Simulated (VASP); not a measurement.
# AlNi (P4/mmm) in VASP: notebook

AlNi is run at these levels: PBE; tasks: single point.

All numbers are computed with VASP 6.6.1; they aren't measurements. Logs are shortened: lines on timing, memory, paths and dates and some standing lists are left out, and cuts for length are marked.

## Step 1: The cell of the first run

It takes space group P4/mmm (No. 123, tetragonal). The conventional cell has a = 2.841 Å, b = 2.841 Å, c = 2.823 Å, α = 90.00°, β = 90.00°, γ = 90.00°. Within 3.2 Å of Al (site symmetry 4/mmm) lie 8 Ni at 2.45 Å and 6 Al at 2.82 to 2.84 Å. Within 3.2 Å of Ni (site symmetry 4/mmm) lie 8 Al at 2.45 Å and 6 Ni at 2.82 to 2.84 Å.

## Step 2: Single point, PBE

Input file INCAR:

```
PREC     = Accurate       # precision mode
ENCUT    = 520            # plane-wave cutoff, eV
EDIFF    = 1E-6           # SCF threshold, eV
ISMEAR   = 0              # smearing method
SIGMA    = 0.15           # smearing width, eV
LREAL    = False          # projectors in reciprocal space
LASPH    = True           # aspherical terms in the spheres
NELM     = 60             # most SCF steps
ALGO     = Fast           # electronic algorithm
ISIF     = 2              # what is computed and relaxed
LWAVE    = False          # write WAVECAR
LCHARG   = False          # write CHGCAR
GGA      = PE             # functional
NBANDS   = 14             # bands
```

Input file KPOINTS:

```
Automatic mesh
0
Gamma
  16 16 16
```

Input file POSCAR:

```
AlNi
1.0
    2.0085534309     -2.0085201929      0.0000000000
    2.0085534309      2.0085201929      0.0000000000
    0.0000000000      0.0000000000      2.8231000000
Al Ni
1 1
Direct
    0.0000000000      0.0000000000      0.0000000000
    0.5000000000      0.5000000000      0.5000000000
```

Potentials or basis: VASP PAW PBE potentials, release 64 (Al, Ni).

Command:

```
$ cat potpaw_PBE.64/Al/POTCAR potpaw_PBE.64/Ni/POTCAR > POTCAR
$ mpirun -np 1 vasp_std > vasp.out
```

OUTCAR:

```text
PREC = Accurate
   ENCUT = 520
   EDIFF = 1E-6
   ISMEAR = 0
   LREAL = False
   LASPH = True
   NELM = 60
   ISIF = 2
   GGA = PE

 ion  position               nearest neighbor table
   1  0.000  0.000  0.000-   2 2.45   2 2.45   2 2.45   2 2.45   2 2.45   2 2.45   2 2.45   2 2.45

   2  0.500  0.500  0.500-   1 2.45   1 2.45   1 2.45   1 2.45   1 2.45   1 2.45   1 2.45   1 2.45

  LATTYP: Found a base centered orthorhombic cell.
 ALAT       =     4.0170403858
 B/A-ratio  =     1.0000165485
 C/A-ratio  =     0.7027810848

  Lattice vectors:

 A1 = (  -2.0085534309,  -2.0085201929,   0.0000000000)
 A2 = (   2.0085534309,  -2.0085201929,   0.0000000000)
 A3 = (   0.0000000000,   0.0000000000,   2.8231000000)

Analysis of symmetry for initial positions (statically):
=====================================================================
 Subroutine PRICEL returns:
 Original cell was already a primitive cell.

 Routine SETGRP: Setting up the symmetry group for a
 base centered orthorhombic supercell.

 Subroutine GETGRP returns: Found  8 space group operations
 (whereof  8 operations were pure point group operations)
 out of a pool of  8 trial point group operations.

The static configuration has the point symmetry D_2h.

Analysis of symmetry for dynamics (positions and initial velocities):
=====================================================================
 Subroutine PRICEL returns:
 Original cell was already a primitive cell.

 Routine SETGRP: Setting up the symmetry group for a
 base centered orthorhombic supercell.

 Subroutine GETGRP returns: Found  8 space group operations
 (whereof  8 operations were pure point group operations)
 out of a pool of  8 trial point group operations.

The dynamic configuration has the point symmetry D_2h.

 Subroutine INISYM returns: Found  8 space group operations
 (whereof  8 operations are pure point group operations),
 and found     1 'primitive' translations

----------------------------------------------------------------------------------------

                                     Primitive cell

  volume of cell :      22.7780

  direct lattice vectors                    reciprocal lattice vectors
     2.008553431 -2.008520193  0.000000000     0.248935374 -0.248939494  0.000000000
     2.008553431  2.008520193  0.000000000     0.248935374  0.248939494  0.000000000
     0.000000000  0.000000000  2.823100000     0.000000000  0.000000000  0.354220538

  length of vectors
     2.840500000  2.840500000  2.823100000     0.352050695  0.352050695  0.354220538

  position of ions in fractional coordinates (direct lattice)
     0.000000000  0.000000000  0.000000000
     0.500000000  0.500000000  0.500000000

  ion indices of the primitive-cell ions
   primitive index   ion index
                 1           1
                 2           2

----------------------------------------------------------------------------------------

 KPOINTS: Automatic mesh

Automatic generation of k-mesh.
 Grid dimensions read from file:
 generate k-points for:   16   16   16

 Generating k-lattice:

  Cartesian coordinates                     Fractional coordinates (reciprocal lattice)
     0.015558461 -0.015558718  0.000000000     0.062500000  0.000000000  0.000000000
     0.015558461  0.015558718  0.000000000     0.000000000  0.062500000  0.000000000
     0.000000000  0.000000000  0.022138784     0.000000000  0.000000000  0.062500000

  Length of vectors
     0.022003168  0.022003168  0.022138784

  Shift w.r.t. Gamma in fractional coordinates (k-lattice)
     0.000000000  0.000000000  0.000000000

 Subroutine IBZKPT returns following result:
 ===========================================

 Found    657 irreducible k-points:

 Following reciprocal coordinates:
            Coordinates               Weight
  0.000000  0.000000  0.000000      1.000000
  0.062500  0.000000  0.000000      4.000000
  0.125000  0.000000  0.000000      4.000000
  0.187500 -0.000000  0.000000      4.000000
  0.250000  0.000000  0.000000      4.000000
  0.312500  0.000000  0.000000      4.000000
[... 16 lines left out ...]
 -0.125000  0.062500  0.000000      4.000000
 -0.062500  0.062500  0.000000      2.000000
 [... further k-points ...]
   k-points           NKPTS =    657   k-points in BZ     NKDIM =    657   number of bands    NBANDS=     14
   number of dos      NEDOS =    301   number of ions     NIONS =      2
   total plane-waves  NPLWV =  13824
   dimension x,y,z NGX =    24 NGY =   24 NGZ =   24
   dimension x,y,z NGXF=    48 NGYF=   48 NGZF=   48
   ions per type =               1   1
   NGX,Y,Z   is equivalent  to a cutoff of  14.05, 14.05, 14.13 a.u.
   NGXF,Y,Z  is equivalent  to a cutoff of  28.09, 28.09, 28.27 a.u.
 SYSTEM =  unknown system
   PREC   = accura    normal or accurate (medium, high low for compatibility)
   ISTART =      0    job   : 0-new  1-cont  2-samecut
   ICHARG =      2    charge: 1-file 2-atom 10-const
   ISPIN  =      1    spin polarized calculation?
   LNONCOLLINEAR =      F non collinear calculations
   LSORBIT =      F    spin-orbit coupling
   LASPH  =      T    aspherical Exc in radial PAW
   ENCUT  =  520.0 eV  38.22 Ry    6.18 a.u.   5.28  5.28  5.25*2*pi/ulx,y,z
   NELM   =     60;   NELMIN=  2; NELMDL= -5     # of ELM steps
   EDIFF  = 0.1E-05   stopping-criterion for ELM
   LREAL  =      F    real-space projection
   EDIFFG = 0.1E-04   stopping-criterion for IOM
   NSW    =      0    number of steps for IOM
   IBRION =     -1    ionic relax: 0-MD 1-quasi-New 2-CG
   NFREE  =      0    steps in history (QN), initial steepest desc. (CG)
   ISIF   =      2    stress and relaxation
   ISYM   =      2    0-nonsym 1-usesym 2-fastsym
   POTIM  = 0.5000    time-step for ionic-motion
   TEBEG  =    0.0;   TEEND  =   0.0 temperature during run
   PSTRESS=    0.0 pullay stress
   NELECT =      13.0000    total number of electrons
   NUPDOWN=      -1.0000    fix difference up-down
   EMIN   =  10.00;   EMAX   =-10.00  energy-range for DOS
   EFERMI =   0.00;   METHOD = LEGACY
   ISMEAR =     0;   SIGMA  =   0.15  broadening in eV -4-tet -1-fermi 0-gaus
   EFERMI_NEDOS =   21; number of points for ismear=-14 and -15
   IALGO  =     68    algorithm
   IMIX   =      4    mixing-type and parameters
     AMIX     =   0.40;   BMIX     =  1.00
     AMIX_MAG =   1.60;   BMIX_MAG =  1.00
  volume/ion in A,a.u.               =      11.39        76.86
  Fermi-wavevector in a.u.,A,eV,Ry     =   1.357951  2.566155 25.089552  1.844030
  Thomas-Fermi vector in A             =   2.484825
   LORBIT       =      0    0 simple, 1 ext, 2 COOP (PROOUT), +10 PAW based schemes
   GGA     = PE    functional components
   LHFCALC =     F    Hartree Fock is set to
   AEXX    =    0.0000 exact exchange contribution
   IVDW    =     0    specifies the selected vdW correction
   LEPSILON=     F    determine dielectric tensor
   LRPA    =     F    only Hartree local field effects (RPA)
 non-spin polarized calculation
 RMM-DIIS sequential band-by-band and
 Gauss-broadening in eV      SIGMA  =   0.15
  energy-cutoff  :      520.00
  volume of cell :       22.78
 maximum number of plane-waves:       630
 NGX is ok and might be reduce to    24
   NGX = 11   NGY = 11   NGZ = 11

 number of electron      12.9999996 magnetization

 Free energy of the ion-electron system (eV)
  ---------------------------------------------------
  ext. energy  EPLUGINS =         0.00000000
  ---------------------------------------------------
  free energy    TOTEN  =       -10.49622741 eV

  energy without entropy =      -10.48789875  energy(sigma->0) =      -10.49206308

 E-fermi :  10.6838     XC(G=0): -12.2839

 val. band max:       10.6821266417   @ k =   0.5000   0.3125   0.4375
 cond. band min:      10.6866376002   @ k =   0.4375   0.3125   0.5000
 fundamental gap:      0.0045109585
 Fermi energy:        10.6837687010

 k-point     1 :       0.0000    0.0000    0.0000
  band No.  band energies     occupation
      1      -0.8153      2.00000
      2       7.2144      2.00000
      3       7.2211      2.00000
      4       9.0286      2.00000
      5       9.0473      2.00000
      6       9.0474      2.00000
      7      16.3178      0.00000
      8      16.3179      0.00000
      9      16.5465      0.00000
     10      18.9418      0.00000
     11      18.9908      0.00000
     12      25.3198      0.00000
     13      32.1143      0.00000
     14      32.2341      0.00000

 k-point     2 :       0.0625    0.0000    0.0000
  band No.  band energies     occupation
      1      -0.7411      2.00000
      2       7.2108      2.00000
      3       7.2378      2.00000
      4       8.9950      2.00000
      5       9.0148      2.00000
      6       9.0509      2.00000
      7      15.5047      0.00000
      8      16.4166      0.00000
      9      16.6441      0.00000
     10      18.9787      0.00000
     11      19.7097      0.00000
     12      25.5618      0.00000
     13      31.1998      0.00000
     14      31.3643      0.00000

 k-point     3 :       0.1250    0.0000    0.0000
  band No.  band energies     occupation
      1      -0.5193      2.00000
      2       7.1820      2.00000
      3       7.2896      2.00000
      4       8.9020      2.00000
      5       8.9247      2.00000
      6       9.0609      2.00000
      7      14.0935      0.00000
      8      16.7051      0.00000
      9      16.9296      0.00000
     10      18.9824      0.00000
     11      20.9162      0.00000
     12      26.3249      0.00000
     13      29.6784      0.00000
     14      29.8554      0.00000
[... 324 lines left out ...]
 k-point    23 :      -0.1250    0.0625    0.0000
  band No.  band energies     occupation
      1      -0.4458      2.00000
      2       7.1991      2.00000
      3       7.2909      2.00000
      4       8.8623      2.00000
      5       8.9271      2.00000
      6       9.0310      2.00000
      7      14.1502      0.00000
      8      15.8990      0.00000
      9      17.0256      0.00000
     10      19.5341      0.00000
     11      21.2068      0.00000
     12      26.5074      0.00000
     13      28.7387      0.00000
     14      29.8925      0.00000

 k-point    24 :      -0.0625    0.0625    0.0000
  band No.  band energies     occupation
      1      -0.6670      2.00000
      2       7.2183      2.00000
      3       7.2448      2.00000
      4       8.9596      2.00000
      5       9.0108      2.00000
      6       9.0262      2.00000
      7      15.4299      0.00000
      8      15.7726      0.00000
      9      16.7412      0.00000
     10      19.3938      0.00000
     11      20.0684      0.00000
     12      25.7885      0.00000
     13      30.2666      0.00000
     14      31.3006      0.00000

 [... further k-points ...]
[... 5 lines left out ...]
  --------------------------------------------------------------------------------------
  -------------------------------------------------------------------------------------
  Total        1.5178369      1.5185035      1.6111119      0.0000000      0.0000000      0.0000000
  in kB      106.7627713    106.8096585    113.3236191      0.0000000      0.0000000      0.0000000
  external PRESSURE =     108.9653496 kB  Pullay stress =       0.0000000 kB

 VOLUME and BASIS-vectors are now :
 -----------------------------------------------------------------------------
  energy-cutoff  :      520.00
  volume of cell :       22.78
      direct lattice vectors                 reciprocal lattice vectors
     2.008553431 -2.008520193  0.000000000     0.248935374 -0.248939494  0.000000000
     2.008553431  2.008520193  0.000000000     0.248935374  0.248939494  0.000000000
     0.000000000  0.000000000  2.823100000     0.000000000  0.000000000  0.354220538

 POSITION                                       TOTAL-FORCE (eV/Angst)
 -----------------------------------------------------------------------------------
      0.00000      0.00000      0.00000         0.000000      0.000000      0.000000
      2.00855      0.00000      1.41155        -0.000000      0.000000      0.000000
 -----------------------------------------------------------------------------------
    total drift:                                0.000000     -0.000000     -0.000000

  FREE ENERGIE OF THE ION-ELECTRON SYSTEM (eV)
  ---------------------------------------------------
  free  energy   TOTEN  =       -10.4962274108 eV

  energy  without entropy=      -10.4878987533  energy(sigma->0) =      -10.49206308
```

Run time: 2.4 min. Hardware: 1 thread of Intel Xeon Platinum 8488C (Sapphire Rapids), shared host; peak memory 0.32 GiB.

Results:

* Free energy: -10.4962 eV
* Pressure: 10.9 GPa
* Band gap on the k mesh: zero (an odd number of electrons rules out a gap without spin polarisation)

Caveat: the cell stands under pressure.

## Step 3: Single point, PBE

This run uses another cell than the first one, of 11.46 Å³/atom.

Input file INCAR:

```
SYSTEM = AlNi
  ALGO = Fast
  EDIFF = 1E-6
  ENCUT = 520
  GGA = PE
  ISIF = 2
  ISMEAR = 0
  LASPH = .TRUE.
  LCHARG = .FALSE.
  LREAL = .FALSE.
  LWAVE = .FALSE.
  NBANDS = 14
  NELM = 100
  PREC = Accurate
  SIGMA = 0.15
```

Input file KPOINTS:

```
k-points
0
G
  16 16 16
  0 0 0
```

Input file POSCAR:

```
AlNi
1.0
    2.0426321469     -2.0425983450      0.0000000000
    2.0426321469      2.0425983450      0.0000000000
    0.0000000000      0.0000000000      2.7458000000
Al Ni
1 1
Direct
    0.0000000000      0.0000000000      0.0000000000
    0.5000000000      0.5000000000      0.5000000000
```

Potentials or basis: VASP PAW PBE potentials, release 64 (Al, Ni).

Command:

```
$ cat potpaw_PBE.64/Al/POTCAR potpaw_PBE.64/Ni/POTCAR > POTCAR
$ mpirun -np 1 vasp_std > vasp.out
```

Wall time 2.3 min (1 thread of Intel Xeon Platinum 8488C (Sapphire Rapids), shared host); peak memory 0.32 GiB.

It converged, with:

| Quantity | Value |
| --- | --- |
| Free energy | -10.4924 eV |
| Pressure | 10.0 GPa |
| Band gap on the k mesh | zero (an odd number of electrons rules out a gap without spin polarisation) |

Stress tensor (GPa, compression positive):
```
 8.25  0.00  0.00
 0.00  8.25  0.00
 0.00  0.00 13.52
```

Levels at points of the mesh, in eV from the Fermi level:
| k point | band 3 | band 4 | band 5 | band 6 | band 7 | band 8 | band 9 | band 10 | band 11 | band 12 |
| --- | --- | --- | --- | --- | --- | --- | --- | --- | --- | --- |
| (0.00, 0.00, 0.00) | -3.43 | -1.73 | -1.58 | -1.58 | 5.06 | 5.06 | 6.98 | 8.05 | 8.35 | 14.64 |
| (0.50, 0.00, 0.00) | -2.98 | -2.48 | -2.18 | -1.50 | -0.81 | 8.25 | 9.58 | 10.62 | 11.38 | 12.21 |
| (0.50, 0.50, 0.00) | -3.24 | -3.24 | -2.05 | -2.05 | -1.16 | 1.23 | 2.35 | 13.67 | 16.25 | 16.31 |
| (0.00, 0.00, 0.50) | -2.87 | -2.48 | -2.48 | -1.61 | -0.41 | 8.34 | 9.79 | 9.79 | 11.17 | 11.17 |
| (0.50, 0.00, 0.50) | -3.02 | -2.75 | -2.31 | -2.25 | -1.05 | 1.75 | 2.83 | 12.35 | 14.84 | 15.16 |
| (0.50, 0.50, 0.50) | -4.31 | -1.11 | -0.98 | 1.94 | 1.94 | 2.05 | 4.08 | 4.26 | 4.81 | 4.81 |

Caveat: the stress differs along the axes, from 8 to 14 GPa. Spin polarisation is off, so any magnetic state and its effect on volume and gap are missing.
